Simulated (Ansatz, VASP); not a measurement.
# PbO: VASP beside Ansatz

INCAR

```
PREC = Accurate ; ENCUT = 520
EDIFF = 1E-6 ; ISMEAR = -1
SIGMA = 0.05 ; LREAL = F
LASPH = T ; NELM = 100
ALGO = Normal ; ISIF = 2
LWAVE = F ; LCHARG = F
GGA = PE ; NBANDS = 50
```

KPOINTS

```
Automatic mesh
0
Gamma
  5 5 6
```

The input POSCAR:

```
PbO
1.0
    5.9912449446      0.0000000000      0.0000000000
    0.0000000000      5.5833998156      0.0000000000
    0.0000000000      0.0000000000      4.8360236167
Pb O
4 4
Direct
    0.7690000000      0.5140000000      0.2500000000
    0.2310000000      0.4860000000      0.7500000000
    0.7690000000      0.9860000000      0.7500000000
    0.2310000000      0.0140000000      0.2500000000
    0.1320000000      0.5820000000      0.2500000000
    0.8680000000      0.4180000000      0.7500000000
    0.1320000000      0.9180000000      0.7500000000
    0.8680000000      0.0820000000      0.2500000000
```

Contents of input.yaml:

```yaml
crystal:
  lattice:
    - [5.9912449446, 0.0, 0.0]
    - [0.0, 5.5833998156, 0.0]
    - [0.0, 0.0, 4.8360236167]
  atoms:
    - { symbol: Pb, position: [0.769, 0.514, 0.25] }
    - { symbol: Pb, position: [0.231, 0.486, 0.75] }
    - { symbol: Pb, position: [0.769, 0.986, 0.75] }
    - { symbol: Pb, position: [0.231, 0.014, 0.25] }
    - { symbol: O, position: [0.132, 0.582, 0.25] }
    - { symbol: O, position: [0.868, 0.418, 0.75] }
    - { symbol: O, position: [0.132, 0.918, 0.75] }
    - { symbol: O, position: [0.868, 0.082, 0.25] }
kpoints:
  mp_grid: { grid: [5, 5, 6] }
scf:
  occupations: { method: fermi_dirac, width: 0.05 }
hamiltonian:
  xc: pbe
  pseudopotentials: { kind: all_electron, lapw: { basis_error: 0.001 } }
output:
  forces: true
  stress: true
  eigenvalues: true
```

Change from the starting cell: volume scaled by 1.06.

Alike in both runs: task single point; functional PBE; k mesh 5 × 5 × 6; occupations fermi-dirac, width 0.05 eV; no spin polarisation.

|  | VASP | Ansatz |
| --- | --- | --- |
| version | VASP 6.6.1 | Ansatz 0.2.0 |
| potentials or method | VASP PAW PBE potentials, release 64 (Pb_d, O), cutoff 520 eV | all-electron LAPW, scalar-relativistic |

VASP gave:

| Item | Value |
| --- | --- |
| gap on the k mesh at the Fermi level (eV) | 1.89 |
| least direct gap on the mesh (eV) | 2.07 |
| pressure (GPa) | -2.2 |
| traceless stress, the component that is largest in VASP (GPa) | 2.87 |
| rms of the force components (eV/Å) | 0.511 |

Problem. Which values does Ansatz return?

Solution. gap on the k mesh at the Fermi level (eV): 1.89; least direct gap on the mesh (eV): 2.07; pressure (GPa): -2.2; traceless stress, the component that is largest in VASP (GPa): 2.72; rms of the force components (eV/Å): 0.511.

Atom by atom the forces differ by 0.019 eV/Å (rms over components). Ansatz ran all-electron here, and VASP with PAW potentials.

Neither program's run includes spin-orbit coupling.
